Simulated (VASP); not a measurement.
# Pt (Pm-3m) in VASP: further runs

Pt is run at these levels: RPBE; tasks: single point.

All numbers are computed with VASP 6.6.1; they aren't measurements. Logs are shortened: lines on timing, memory, paths and dates and some standing lists are left out, and cuts for length are marked.

### 1 The cell of the first run

The structure is cubic, space group Pm-3m (No. 221). The conventional cell has a = 2.533 Å, b = 2.533 Å, c = 2.533 Å, α = 90.00°, β = 90.00°, γ = 90.00°. Pt (site symmetry m-3m) has 6 Pt at 2.53 Å within 3.3 Å.

### 2 Single point, RPBE (volume scaled by 0.88)

The input, INCAR:

```
PREC = Accurate
ENCUT = 520
EDIFF = 1E-7
ISMEAR = -1
SIGMA = 0.1
LREAL = False
LASPH = True
NELM = 80
ALGO = Normal
ISIF = 2
LWAVE = False
LCHARG = False
GGA = RP
NBANDS = 11
```

The input, KPOINTS:

```
regular mesh
0
Gamma
  13 13 13
```

The input, POSCAR:

```
Pt
1.0
    2.5326819565      0.0000000000      0.0000000000
    0.0000000000      2.5326819565      0.0000000000
    0.0000000000      0.0000000000      2.5326819565
Pt
1
Direct
    0.0000000000      0.0000000000      0.0000000000
```

Potentials or basis: VASP PAW PBE potentials, release 64 (Pt).

The run is started by

```
$ cat potpaw_PBE.64/Pt/POTCAR > POTCAR
$ mpirun -np 1 vasp_std > vasp.out
```

OUTCAR:

```text
PREC = Accurate
   ENCUT = 520
   EDIFF = 1E-7
   ISMEAR = -1
   LREAL = False
   LASPH = True
   NELM = 80
   ISIF = 2
   GGA = RP

 ion  position               nearest neighbor table
   1  0.000  0.000  0.000-

  LATTYP: Found a simple cubic cell.
 ALAT       =     2.5326819565

  Lattice vectors:

 A1 = (   2.5326819565,   0.0000000000,   0.0000000000)
 A2 = (   0.0000000000,   2.5326819565,   0.0000000000)
 A3 = (   0.0000000000,   0.0000000000,   2.5326819565)

Analysis of symmetry for initial positions (statically):
=====================================================================
 Subroutine PRICEL returns:
 Original cell was already a primitive cell.

 Routine SETGRP: Setting up the symmetry group for a
 simple cubic supercell.

 Subroutine GETGRP returns: Found 48 space group operations
 (whereof 48 operations were pure point group operations)
 out of a pool of 48 trial point group operations.

The static configuration has the point symmetry O_h .

Analysis of symmetry for dynamics (positions and initial velocities):
=====================================================================
 Subroutine PRICEL returns:
 Original cell was already a primitive cell.

 Routine SETGRP: Setting up the symmetry group for a
 simple cubic supercell.

 Subroutine GETGRP returns: Found 48 space group operations
 (whereof 48 operations were pure point group operations)
 out of a pool of 48 trial point group operations.

The dynamic configuration has the point symmetry O_h .

 Subroutine INISYM returns: Found 48 space group operations
 (whereof 48 operations are pure point group operations),
 and found     1 'primitive' translations

----------------------------------------------------------------------------------------

                                     Primitive cell

  volume of cell :      16.2458

  direct lattice vectors                    reciprocal lattice vectors
     2.532681956  0.000000000  0.000000000     0.394838364  0.000000000  0.000000000
     0.000000000  2.532681956  0.000000000     0.000000000  0.394838364  0.000000000
     0.000000000  0.000000000  2.532681956     0.000000000  0.000000000  0.394838364

  length of vectors
     2.532681956  2.532681956  2.532681956     0.394838364  0.394838364  0.394838364

  position of ions in fractional coordinates (direct lattice)
     0.000000000  0.000000000  0.000000000

  ion indices of the primitive-cell ions
   primitive index   ion index
                 1           1

----------------------------------------------------------------------------------------

 KPOINTS: regular mesh

Automatic generation of k-mesh.
 Grid dimensions read from file:
 generate k-points for:   13   13   13

 Generating k-lattice:

  Cartesian coordinates                     Fractional coordinates (reciprocal lattice)
     0.030372182  0.000000000  0.000000000     0.076923077  0.000000000  0.000000000
     0.000000000  0.030372182  0.000000000     0.000000000  0.076923077  0.000000000
     0.000000000  0.000000000  0.030372182     0.000000000  0.000000000  0.076923077

  Length of vectors
     0.030372182  0.030372182  0.030372182

  Shift w.r.t. Gamma in fractional coordinates (k-lattice)
     0.000000000  0.000000000  0.000000000

 Subroutine IBZKPT returns following result:
 ===========================================

 Found     84 irreducible k-points:

 Following reciprocal coordinates:
            Coordinates               Weight
  0.000000  0.000000  0.000000      1.000000
  0.076923  0.000000  0.000000      6.000000
  0.153846  0.000000  0.000000      6.000000
  0.230769  0.000000  0.000000      6.000000
  0.307692  0.000000  0.000000      6.000000
  0.384615  0.000000  0.000000      6.000000
[... 16 lines left out ...]
  0.307692  0.307692  0.000000     12.000000
  0.384615  0.307692  0.000000     24.000000
 [... further k-points ...]
   k-points           NKPTS =     84   k-points in BZ     NKDIM =     84   number of bands    NBANDS=     11
   number of dos      NEDOS =    301   number of ions     NIONS =      1
   total plane-waves  NPLWV =   8000
   dimension x,y,z NGX =    20 NGY =   20 NGZ =   20
   dimension x,y,z NGXF=    40 NGYF=   40 NGZF=   40
   ions per type =               1
   NGX,Y,Z   is equivalent  to a cutoff of  13.13, 13.13, 13.13 a.u.
   NGXF,Y,Z  is equivalent  to a cutoff of  26.26, 26.26, 26.26 a.u.
 SYSTEM =  unknown system
   PREC   = accura    normal or accurate (medium, high low for compatibility)
   ISTART =      0    job   : 0-new  1-cont  2-samecut
   ICHARG =      2    charge: 1-file 2-atom 10-const
   ISPIN  =      1    spin polarized calculation?
   LNONCOLLINEAR =      F non collinear calculations
   LSORBIT =      F    spin-orbit coupling
   LASPH  =      T    aspherical Exc in radial PAW
   ENCUT  =  520.0 eV  38.22 Ry    6.18 a.u.   4.71  4.71  4.71*2*pi/ulx,y,z
   NELM   =     80;   NELMIN=  2; NELMDL= -5     # of ELM steps
   EDIFF  = 0.1E-06   stopping-criterion for ELM
   LREAL  =      F    real-space projection
   EDIFFG = 0.1E-05   stopping-criterion for IOM
   NSW    =      0    number of steps for IOM
   IBRION =     -1    ionic relax: 0-MD 1-quasi-New 2-CG
   NFREE  =      0    steps in history (QN), initial steepest desc. (CG)
   ISIF   =      2    stress and relaxation
   ISYM   =      2    0-nonsym 1-usesym 2-fastsym
   POTIM  = 0.5000    time-step for ionic-motion
   TEBEG  =    0.0;   TEEND  =   0.0 temperature during run
   PSTRESS=    0.0 pullay stress
   NELECT =      10.0000    total number of electrons
   NUPDOWN=      -1.0000    fix difference up-down
   EMIN   =  10.00;   EMAX   =-10.00  energy-range for DOS
   EFERMI =   0.00;   METHOD = LEGACY
   ISMEAR =    -1;   SIGMA  =   0.10  broadening in eV -4-tet -1-fermi 0-gaus
   EFERMI_NEDOS =   21; number of points for ismear=-14 and -15
   IALGO  =     38    algorithm
   IMIX   =      4    mixing-type and parameters
     AMIX     =   0.40;   BMIX     =  1.00
     AMIX_MAG =   1.60;   BMIX_MAG =  1.00
  volume/ion in A,a.u.               =      16.25       109.63
  Fermi-wavevector in a.u.,A,eV,Ry     =   1.392604  2.631639 26.386387  1.939345
  Thomas-Fermi vector in A             =   2.516330
   LORBIT       =      0    0 simple, 1 ext, 2 COOP (PROOUT), +10 PAW based schemes
   GGA     = RP    functional components
   LHFCALC =     F    Hartree Fock is set to
   AEXX    =    0.0000 exact exchange contribution
   IVDW    =     0    specifies the selected vdW correction
   LEPSILON=     F    determine dielectric tensor
   LRPA    =     F    only Hartree local field effects (RPA)
 non-spin polarized calculation
  energy-cutoff  :      520.00
  volume of cell :       16.25
 maximum number of plane-waves:       461
 NGX is ok and might be reduce to    20
   NGX =  9   NGY =  9   NGZ =  9

 number of electron      10.0000000 magnetization

 Free energy of the ion-electron system (eV)
  ---------------------------------------------------
  ext. energy  EPLUGINS =         0.00000000
  ---------------------------------------------------
  free energy    TOTEN  =        -4.88745441 eV

  energy without entropy =       -4.85254387  energy(sigma->0) =       -4.86999914

 E-fermi :  10.0864     XC(G=0): -12.8235

 val. band max:       10.0607315953   @ k =   0.3846   0.1538   0.0000
 cond. band min:      10.0959327815   @ k =   0.4615   0.1538   0.0000
 fundamental gap:      0.0352011862
 Fermi energy:        10.0864099293

 k-point     1 :       0.0000    0.0000    0.0000
  band No.  band energies     occupation
      1       0.6952      2.00000
      2       3.4964      2.00000
      3       3.4964      2.00000
      4      10.4320      0.06120
      5      10.4320      0.06120
      6      10.4320      0.06120
      7      25.8316      0.00000
      8      25.8316      0.00000
      9      25.8316      0.00000
     10      32.1306      0.00000
     11      34.8947      0.00000

 k-point     2 :       0.0769    0.0000    0.0000
  band No.  band energies     occupation
      1       0.8789      2.00000
      2       3.5324      2.00000
      3       3.6714      2.00000
      4      10.2490      0.32890
      5      10.2490      0.32889
      6      10.4462      0.05330
      7      24.6586      0.00000
      8      26.1684      0.00000
      9      26.1684      0.00000
     10      32.8609      0.00000
     11      33.5553      0.00000

 k-point     3 :       0.1538    0.0000    0.0000
  band No.  band energies     occupation
      1       1.3702      2.00000
      2       3.6336      2.00000
      3       4.2197      2.00000
      4       9.7730      1.91657
      5       9.7730      1.91657
      6      10.4856      0.03625
      7      22.4202      0.00000
      8      27.0871      0.00000
      9      27.0871      0.00000
     10      31.5082      0.00000
     11      33.3846      0.00000

 k-point     4 :       0.2308    0.0000    0.0000
  band No.  band energies     occupation
      1       2.0156      2.00000
      2       3.7805      2.00000
      3       5.1791      2.00000
      4       9.1655      1.99980
      5       9.1655      1.99980
      6      10.5417      0.02086
      7      20.1278      0.00000
      8      28.3749      0.00000
      9      28.3749      0.00000
     10      29.6514      0.00000
     11      33.2751      0.00000

 k-point     5 :       0.3077    0.0000    0.0000
  band No.  band energies     occupation
      1       2.6528      2.00000
      2       3.9419      2.00000
      3       6.4964      2.00000
      4       8.5836      2.00000
      5       8.5836      2.00000
      6      10.6019      0.01148
      7      18.0712      0.00000
      8      28.1584      0.00000
      9      29.7949      0.00000
     10      29.7949      0.00000
     11      32.5247      0.00000
[... 211 lines left out ...]
 k-point    21 :       0.3846    0.2308    0.0000
  band No.  band energies     occupation
      1       3.9829      2.00000
      2       5.0639      2.00000
      3       6.5216      2.00000
      4       8.3334      2.00000
      5       9.5045      1.99408
      6      10.0314      1.26839
      7      17.5070      0.00000
      8      24.6053      0.00000
      9      28.2898      0.00000
     10      31.5719      0.00000
     11      34.0846      0.00000

 k-point    22 :       0.4615    0.2308    0.0000
  band No.  band energies     occupation
      1       4.1980      2.00000
      2       4.9793      2.00000
      3       6.4716      2.00000
      4       8.1051      2.00000
      5       9.5445      1.99118
      6      11.8147      0.00000
      7      15.6465      0.00000
      8      25.9593      0.00000
      9      27.3041      0.00000
     10      29.8356      0.00000
     11      35.4344      0.00000

 k-point    23 :       0.3077    0.3077    0.0000
  band No.  band energies     occupation
      1       3.9383      2.00000
      2       4.8523      2.00000
      3       7.6437      2.00000
      4       8.7820      2.00000
      5       8.8846      1.99999
      6       8.9613      1.99997
      7      19.6040      0.00000
      8      22.1880      0.00000
      9      28.6344      0.00000
     10      33.6241      0.00000
     11      33.9329      0.00000

 k-point    24 :       0.3846    0.3077    0.0000
  band No.  band energies     occupation
      1       4.1392      2.00000
      2       4.5399      2.00000
      3       8.1515      2.00000
      4       8.4397      2.00000
      5       8.9650      1.99997
      6      10.5711      0.01559
      7      17.8486      0.00000
      8      22.8739      0.00000
      9      27.5275      0.00000
     10      31.7853      0.00000
     11      34.7063      0.00000

 [... further k-points ...]

------------------------ aborting loop because EDIFF is reached ----------------------------------------

  FORCE on cell =-STRESS in cart. coord.  units (eV):
  Direction    XX          YY          ZZ          XY          YZ          ZX
  --------------------------------------------------------------------------------------
  -------------------------------------------------------------------------------------
  Total        3.0107347      3.0107347      3.0107347      0.0000000      0.0000000      0.0000000
  in kB      296.9211309    296.9211309    296.9211309      0.0000000      0.0000000      0.0000000
  external PRESSURE =     296.9211309 kB  Pullay stress =       0.0000000 kB

 VOLUME and BASIS-vectors are now :
 -----------------------------------------------------------------------------
  energy-cutoff  :      520.00
  volume of cell :       16.25
      direct lattice vectors                 reciprocal lattice vectors
     2.532681956  0.000000000  0.000000000     0.394838364  0.000000000  0.000000000
     0.000000000  2.532681956  0.000000000     0.000000000  0.394838364  0.000000000
     0.000000000  0.000000000  2.532681956     0.000000000  0.000000000  0.394838364

 POSITION                                       TOTAL-FORCE (eV/Angst)
 -----------------------------------------------------------------------------------
      0.00000      0.00000      0.00000         0.000000      0.000000      0.000000
 -----------------------------------------------------------------------------------
    total drift:                                0.000000      0.000000      0.000000

  FREE ENERGIE OF THE ION-ELECTRON SYSTEM (eV)
  ---------------------------------------------------
  free  energy   TOTEN  =        -4.8874544076 eV

  energy  without entropy=       -4.8525438728  energy(sigma->0) =       -4.86999914
```

Run time: 6.1 s. Hardware: 1 thread of Intel Xeon 6975P-C (Granite Rapids), shared host; peak memory 0.13 GiB.

Results:

```yaml
Free_energy: -4.8875 eV
Pressure: 29.7 GPa
Band_gap_on_the_k_mesh: zero (band 5 reaches 12.24 eV, above the bottom of band 6 at 8.86 eV)
```

Caveat: the PAW data sets were made with another functional, which shifts forces and pressure a little; spin-orbit coupling is left out, which moves the levels of the heavy elements.

### 3 Single point, RPBE (volume scaled by 0.92)

INCAR is that of step 2.

The input, KPOINTS:

```
Automatic mesh
0
Gamma
  13 13 13
```

The input, POSCAR:

```
Pt
1.0
    2.5704887536      0.0000000000      0.0000000000
    0.0000000000      2.5704887536      0.0000000000
    0.0000000000      0.0000000000      2.5704887536
Pt
1
Direct
    0.0000000000      0.0000000000      0.0000000000
```

Potentials or basis: VASP PAW PBE potentials, release 64 (Pt).

The run is started by

```
$ cat potpaw_PBE.64/Pt/POTCAR > POTCAR
$ mpirun -np 1 vasp_std > vasp.out
```

Run time: 5.9 s. Hardware: 1 thread of Intel Xeon 6975P-C (Granite Rapids), shared host; peak memory 0.13 GiB.

It converged, with:

```
Free energy            : -4.9941 eV
Pressure               : 16.9 GPa
Band gap on the k mesh : zero (band 5 reaches 11.30 eV, above the bottom of band 6 at 8.17 eV)
```

Levels at points of the mesh, in eV from the Fermi level:
| k point | band 3 | band 4 | band 5 | band 6 | band 7 | band 8 |
| --- | --- | --- | --- | --- | --- | --- |
| (0.00, 0.00, 0.00) | -6.17 | 0.30 | 0.30 | 0.30 | 15.51 | 15.51 |

Caveat: the PAW data sets were made with another functional, which shifts forces and pressure a little; spin-orbit coupling is left out, which moves the levels of the heavy elements.

[end of part 1 of 2]
